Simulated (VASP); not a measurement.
# Si8O16F (a cell with a defect) in VASP: single point with PBE+D3(BJ)

Aim: the single point of Si8O16F (a cell with a defect) with PBE+D3(BJ).

Program: VASP 6.6.1. These are calculated values, not measurements. Logs are shortened: lines on timing, memory, paths and dates and some standing lists are left out, and cuts for length are marked.

### Step 1. The cell of the first run

The cell holds a defect, 25 atoms: a = 5.869 Å, b = 5.869 Å, c = 5.315 Å, α = 90.00°, β = 90.00°, γ = 90.00°.

### Step 2. Single point, PBE+D3(BJ)

The input, INCAR:

```
SYSTEM = Si8O16F
PREC = Accurate ; ENCUT = 520
EDIFF = 1E-6 ; ISMEAR = 0
SIGMA = 0.02 ; LREAL = Auto
LASPH = .TRUE. ; NELM = 100
ALGO = Normal ; ISIF = 2
LWAVE = .FALSE. ; LCHARG = .FALSE.
GGA = PE ; IVDW = 12
NELECT = 136.0 ; NBANDS = 86
```

The input, KPOINTS:

```
Automatic mesh
0
G
  2 2 3
  0 0 0
```

The input, POSCAR:

```
Si8O16F
1.0
   -4.1501000000     -4.1501000000      0.0000000000
    4.1501000000     -4.1501000000      0.0000000000
    0.0000000000      0.0000000000      5.3150000000
Si O F
8 16 1
Direct
    0.4853162574      0.4971550083     -0.0005527752
   -0.0228214983      0.4989001470      0.2503469426
    0.4853333655      0.4971552493      0.5012237065
   -0.0138564131      0.5083575095      0.7503422389
    0.0166261054     -0.0047336209      0.0022968956
    0.5000062649     -0.0018775451      0.2503367827
    0.0166209248     -0.0047325366      0.4983732832
    0.5133114865     -0.0121339245      0.7503380997
    0.1777853546      0.4972940411     -0.0022906867
    0.0845441074      0.1588256909      0.2503234243
    0.7885154575      0.5437215971     -0.0210763876
    0.0060247946      0.7940629141      0.2503354657
    0.1777864389      0.4972881376      0.5029678269
   -0.0048397629      0.1974743982      0.7503345249
    0.7885203971      0.5437821980      0.5217849483
    0.0146619359      0.8121682610      0.7503422389
    0.7028439074     -0.0117241753      0.0017224835
    0.4868180285      0.6904873377      0.2503350894
    0.3198391605     -0.0142650779     -0.0107091251
    0.4467947760      0.3032738970      0.2503247413
    0.7028390882     -0.0117475483      0.4989591722
    0.4755210718      0.6872044047      0.7503418627
    0.3198348233     -0.0142612226      0.5113808090
    0.4988576179      0.2981925737      0.7503337723
    0.7854650490      0.2931879955      0.2504248354
```

Potentials or basis: VASP PAW PBE potentials, release 64 (Si, O, F).

On the command line:

```sh
cat potpaw_PBE.64/Si/POTCAR potpaw_PBE.64/O/POTCAR potpaw_PBE.64/F/POTCAR > POTCAR
mpirun -np 1 vasp_std > vasp.out
```

OUTCAR:

```text
SYSTEM = Si8O16F
   PREC = Accurate
   ENCUT = 520
   EDIFF = 1E-6
   ISMEAR = 0
   LREAL = Auto
   LASPH = .TRUE.
   NELM = 100
   ISIF = 2
   GGA = PE
   IVDW = 12
   NELECT = 136.0
 IVDW          = 12

 ion  position               nearest neighbor table
   1  0.485  0.497  0.999-  22 1.73  18 1.75  24 1.77  20 1.77  11 1.80   9 1.80  25 2.51   3 2.65
                             3 2.67
   2  0.977  0.499  0.250-  25 1.65  12 1.74  13 1.79   9 1.79  11 1.84  15 1.84  10 2.09   4 2.66
                             4 2.66
   3  0.485  0.497  0.501-  22 1.73  18 1.75  24 1.77  20 1.77  15 1.80  13 1.81  25 2.51   1 2.65
                             1 2.67
   4  0.986  0.508  0.750-  15 1.69  11 1.69   9 1.73  13 1.73  16 1.79  14 1.83   2 2.66   2 2.66

   5  0.017  0.995  0.002-  10 1.68  16 1.72  12 1.77  19 1.78  14 1.79  17 1.84   7 2.64   7 2.68
                             6 3.13
   6  0.500  0.998  0.250-  19 1.75  23 1.75  17 1.78  21 1.78  18 1.81  20 1.82  25 2.41   8 2.66
                             8 2.66   5 3.13   7 3.13
   7  0.017  0.995  0.498-  10 1.68  16 1.72  12 1.77  23 1.78  14 1.79  21 1.84   5 2.64   5 2.68
                             6 3.13
   8  0.513  0.988  0.750-  19 1.70  23 1.70  21 1.74  17 1.74  22 1.78  24 1.82   6 2.66   6 2.66

   9  0.178  0.497  0.998-   4 1.73   2 1.79   1 1.80
  10  0.085  0.159  0.250-   5 1.68   7 1.68  25 1.92   2 2.09
  11  0.789  0.544  0.979-   4 1.69   1 1.80   2 1.84
  12  0.006  0.794  0.250-   2 1.74   5 1.77   7 1.77
  13  0.178  0.497  0.503-   4 1.73   2 1.79   3 1.81
  14  0.995  0.197  0.750-   7 1.79   5 1.79   4 1.83
  15  0.789  0.544  0.522-   4 1.69   3 1.80   2 1.84
  16  0.015  0.812  0.750-   5 1.72   7 1.72   4 1.79
  17  0.703  0.988  0.002-   8 1.74   6 1.78   5 1.84
  18  0.487  0.690  0.250-   1 1.75   3 1.75   6 1.81
  19  0.320  0.986  0.989-   8 1.70   6 1.75   5 1.78
  20  0.447  0.303  0.250-   1 1.77   3 1.77   6 1.82
  21  0.703  0.988  0.499-   8 1.74   6 1.78   7 1.84
  22  0.476  0.687  0.750-   1 1.73   3 1.73   8 1.78
  23  0.320  0.986  0.511-   8 1.70   6 1.75   7 1.78
  24  0.499  0.298  0.750-   3 1.77   1 1.77   8 1.82
  25  0.785  0.293  0.250-   2 1.65  10 1.92   6 2.41   3 2.51   1 2.51

  LATTYP: Found a simple tetragonal cell.
 ALAT       =     5.8691277052
 C/A-ratio  =     0.9055860201

  Lattice vectors:

 A1 = (  -4.1501000000,  -4.1501000000,   0.0000000000)
 A2 = (   4.1501000000,  -4.1501000000,   0.0000000000)
 A3 = (   0.0000000000,   0.0000000000,   5.3150000000)

Analysis of symmetry for initial positions (statically):
=====================================================================
 Subroutine PRICEL returns:
 Original cell was already a primitive cell.

 Routine SETGRP: Setting up the symmetry group for a
 simple tetragonal supercell.

 Subroutine GETGRP returns: Found  1 space group operations
 (whereof  1 operations were pure point group operations)
 out of a pool of 16 trial point group operations.

The static configuration has the point symmetry C_1 .

Analysis of symmetry for dynamics (positions and initial velocities):
=====================================================================
 Subroutine PRICEL returns:
 Original cell was already a primitive cell.

 Routine SETGRP: Setting up the symmetry group for a
 simple tetragonal supercell.

 Subroutine GETGRP returns: Found  1 space group operations
 (whereof  1 operations were pure point group operations)
 out of a pool of 16 trial point group operations.

The dynamic configuration has the point symmetry C_1 .

 Subroutine INISYM returns: Found  1 space group operations
 (whereof  1 operations are pure point group operations),
 and found     1 'primitive' translations

----------------------------------------------------------------------------------------

                                     Primitive cell

  volume of cell :     183.0840

  direct lattice vectors                    reciprocal lattice vectors
    -4.150100000 -4.150100000  0.000000000    -0.120479025 -0.120479025  0.000000000
     4.150100000 -4.150100000  0.000000000     0.120479025 -0.120479025  0.000000000
     0.000000000  0.000000000  5.315000000     0.000000000  0.000000000  0.188146754

  length of vectors
     5.869127705  5.869127705  5.315000000     0.170383071  0.170383071  0.188146754

  position of ions in fractional coordinates (direct lattice)
     0.485316257  0.497155008  0.999447225
     0.977178502  0.498900147  0.250346943
     0.485333365  0.497155249  0.501223706
     0.986143587  0.508357510  0.750342239
     0.016626105  0.995266379  0.002296896
     0.500006265  0.998122455  0.250336783
[... 17 lines left out ...]
     0.498857618  0.298192574  0.750333772
     0.785465049  0.293187995  0.250424835

  ion indices of the primitive-cell ions
   primitive index   ion index
                 1           1
                 2           2
                 3           3
                 4           4
                 5           5
                 6           6
[... 17 lines left out ...]
                24          24
                25          25

----------------------------------------------------------------------------------------

 KPOINTS: Automatic mesh

Automatic generation of k-mesh.
 Grid dimensions read from file:
 generate k-points for:    2    2    3

 Generating k-lattice:

  Cartesian coordinates                     Fractional coordinates (reciprocal lattice)
    -0.060239512 -0.060239512  0.000000000     0.500000000  0.000000000  0.000000000
     0.060239512 -0.060239512  0.000000000     0.000000000  0.500000000  0.000000000
     0.000000000  0.000000000  0.062715585     0.000000000  0.000000000  0.333333333

  Length of vectors
     0.085191535  0.085191535  0.062715585

  Shift w.r.t. Gamma in fractional coordinates (k-lattice)
     0.000000000  0.000000000  0.000000000

 Subroutine IBZKPT returns following result:
 ===========================================

 Found      8 irreducible k-points:

 Following reciprocal coordinates:
            Coordinates               Weight
  0.000000  0.000000  0.000000      1.000000
  0.500000  0.000000  0.000000      1.000000
  0.000000  0.500000  0.000000      1.000000
  0.500000  0.500000  0.000000      1.000000
  0.000000  0.000000  0.333333      2.000000
  0.500000  0.000000  0.333333      2.000000
  0.000000  0.500000  0.333333      2.000000
  0.500000  0.500000  0.333333      2.000000
   k-points           NKPTS =      8   k-points in BZ     NKDIM =      8   number of bands    NBANDS=     86
   number of dos      NEDOS =    301   number of ions     NIONS =     25
   total plane-waves  NPLWV =  92160
   dimension x,y,z NGX =    48 NGY =   48 NGZ =   40
   dimension x,y,z NGXF=    96 NGYF=   96 NGZF=   80
   ions per type =               8  16   1
   NGX,Y,Z   is equivalent  to a cutoff of  13.60, 13.60, 12.51 a.u.
   NGXF,Y,Z  is equivalent  to a cutoff of  27.19, 27.19, 25.02 a.u.
 SYSTEM =  Si8O16F
   PREC   = accura    normal or accurate (medium, high low for compatibility)
   ISTART =      0    job   : 0-new  1-cont  2-samecut
   ICHARG =      2    charge: 1-file 2-atom 10-const
   ISPIN  =      1    spin polarized calculation?
   LNONCOLLINEAR =      F non collinear calculations
   LSORBIT =      F    spin-orbit coupling
   LASPH  =      T    aspherical Exc in radial PAW
   ENCUT  =  520.0 eV  38.22 Ry    6.18 a.u.  10.91 10.91  9.88*2*pi/ulx,y,z
   NELM   =    100;   NELMIN=  2; NELMDL= -5     # of ELM steps
   EDIFF  = 0.1E-05   stopping-criterion for ELM
   LREAL  =      T    real-space projection
   EDIFFG = 0.1E-04   stopping-criterion for IOM
   NSW    =      0    number of steps for IOM
   IBRION =     -1    ionic relax: 0-MD 1-quasi-New 2-CG
   NFREE  =      0    steps in history (QN), initial steepest desc. (CG)
   ISIF   =      2    stress and relaxation
   ISYM   =      2    0-nonsym 1-usesym 2-fastsym
   POTIM  = 0.5000    time-step for ionic-motion
   TEBEG  =    0.0;   TEEND  =   0.0 temperature during run
   PSTRESS=    0.0 pullay stress
   NELECT =     136.0000    total number of electrons
   NUPDOWN=      -1.0000    fix difference up-down
   EMIN   =  10.00;   EMAX   =-10.00  energy-range for DOS
   EFERMI =   0.00;   METHOD = LEGACY
   ISMEAR =     0;   SIGMA  =   0.02  broadening in eV -4-tet -1-fermi 0-gaus
   EFERMI_NEDOS =   21; number of points for ismear=-14 and -15
   IALGO  =     38    algorithm
   IMIX   =      4    mixing-type and parameters
     AMIX     =   0.40;   BMIX     =  1.00
     AMIX_MAG =   1.60;   BMIX_MAG =  1.00
  volume/ion in A,a.u.               =       7.32        49.42
  Fermi-wavevector in a.u.,A,eV,Ry     =   1.482647  2.801796 29.908887  2.198241
  Thomas-Fermi vector in A             =   2.596407
   LORBIT       =      0    0 simple, 1 ext, 2 COOP (PROOUT), +10 PAW based schemes
   GGA     = PE    functional components
   LHFCALC =     F    Hartree Fock is set to
   AEXX    =    0.0000 exact exchange contribution
   IVDW    =    12    specifies the selected vdW correction
   LEPSILON=     F    determine dielectric tensor
   LRPA    =     F    only Hartree local field effects (RPA)
 non-spin polarized calculation
 Gauss-broadening in eV      SIGMA  =   0.02
  energy-cutoff  :      520.00
  volume of cell :      183.08
 maximum number of plane-waves:      4948
 NGX is ok and might be reduce to    48
   NGX = 21   NGY = 21   NGZ = 19

 number of electron     135.9999972 magnetization

 Free energy of the ion-electron system (eV)
  ---------------------------------------------------
  ext. energy  EPLUGINS =         0.00000000
  ---------------------------------------------------
  free energy    TOTEN  =      -170.11318445 eV

  energy without entropy =     -170.11318445  energy(sigma->0) =     -170.11318445

 E-fermi :  10.1596     XC(G=0): -12.6429

 val. band max:        9.9797779136   @ k =   0.0000   0.0000   0.3333
 cond. band min:      14.6166680659   @ k =   0.0000   0.0000   0.0000
 fundamental gap:      4.6368901523
 Fermi energy:        10.1596090793

 k-point     1 :       0.0000    0.0000    0.0000
  band No.  band energies     occupation
      1     -15.2035      2.00000
      2     -13.5784      2.00000
      3     -12.1885      2.00000
      4     -12.1373      2.00000
      5     -11.2953      2.00000
      6     -11.2706      2.00000
[... 72 lines left out ...]
     79      18.6111      0.00000
[... 580 lines left out ...]
     79      18.9162      0.00000
     80      19.0859      0.00000
 [bands above 80 left out]

------------------------ aborting loop because EDIFF is reached ----------------------------------------

 Edisp (eV)   -6.11291

 E8    (eV) :    -2.0858

  FORCE on cell =-STRESS in cart. coord.  units (eV):
  Direction    XX          YY          ZZ          XY          YZ          ZX
  --------------------------------------------------------------------------------------
  -------------------------------------------------------------------------------------
  Total      55.03994    43.46662    42.31475    -0.78649    -0.00331     0.00456
  in kB     481.65729   380.37857   370.29851    -6.88265    -0.02894     0.03990
  external pressure =      410.78 kB  Pullay stress =        0.00 kB

 VOLUME and BASIS-vectors are now :
 -----------------------------------------------------------------------------
  energy-cutoff  :      520.00
  volume of cell :      183.08
      direct lattice vectors                 reciprocal lattice vectors
    -4.150100000 -4.150100000  0.000000000    -0.120479025 -0.120479025  0.000000000
     4.150100000 -4.150100000  0.000000000     0.120479025 -0.120479025  0.000000000
     0.000000000  0.000000000  5.315000000     0.000000000  0.000000000  0.188146754

 POSITION                                       TOTAL-FORCE (eV/Angst)
 -----------------------------------------------------------------------------------
      0.04913     -4.07735      5.31206         0.021081      0.025699      0.007863
     -1.98490     -6.12587      1.33059         0.000608     -0.152322      0.000950
      0.04906     -4.07743      2.66400         0.020299      0.026420     -0.007629
     -1.98286     -6.20233      3.98807        -0.018695     -0.030235      0.000319
      4.06145     -4.19945      0.01221        -0.003793      0.010036     -0.024017
      2.06723     -6.21738      1.33054         0.017539     -0.003595      0.000538
[... 17 lines left out ...]
     -0.83278     -3.30784      3.98802        -0.019511      0.014726     -0.000650
     -2.04300     -4.47652      1.33101        -0.016640      0.147402      0.000279
 -----------------------------------------------------------------------------------
    total drift:                                0.015119     -0.011389     -0.007599

  FREE ENERGIE OF THE ION-ELECTRON SYSTEM (eV)
  ---------------------------------------------------
  free  energy   TOTEN  =      -176.2260916604 eV

  energy  without entropy=     -176.2260916604  energy(sigma->0) =     -176.22609166
```

Wall time 1.7 min (1 thread of Intel Xeon Platinum 8559C (Emerald Rapids), shared host); peak memory 0.32 GiB.

Results:

| Quantity | Value |
| --- | --- |
| Free energy | -176.2261 eV |
| Largest force | 0.152 eV/Å |
| Dispersion energy per atom | -0.245 eV |

Forces in eV/Å, atoms in the order of the input:
```
Si   0.021  0.026  0.008
Si   0.001 -0.152  0.001
Si   0.020  0.026 -0.008
Si  -0.019 -0.030  0.000
Si  -0.004  0.010 -0.024
Si   0.018 -0.004  0.001
Si  -0.004  0.010  0.024
Si   0.004 -0.013  0.000
O   -0.019 -0.004  0.002
O    0.028 -0.054  0.000
O    0.000  0.032  0.034
O   -0.009 -0.004  0.000
O   -0.019 -0.005 -0.002
O    0.017 -0.011  0.001
O    0.002  0.034 -0.034
O   -0.009  0.016  0.000
O   -0.016 -0.019 -0.002
O    0.001 -0.008  0.000
O    0.025  0.012  0.004
O   -0.009 -0.006 -0.001
O   -0.016 -0.017  0.003
O   -0.002 -0.012  0.000
O    0.026  0.012 -0.005
O   -0.020  0.015 -0.001
F   -0.017  0.147  0.000
```

Caveat: the k points lie up to 0.54 Å⁻¹ apart; the cell carries a net charge on a neutralising background, which shifts energy and pressure; the cell is charged against a uniform background, so pressure and absolute levels hang on convention.
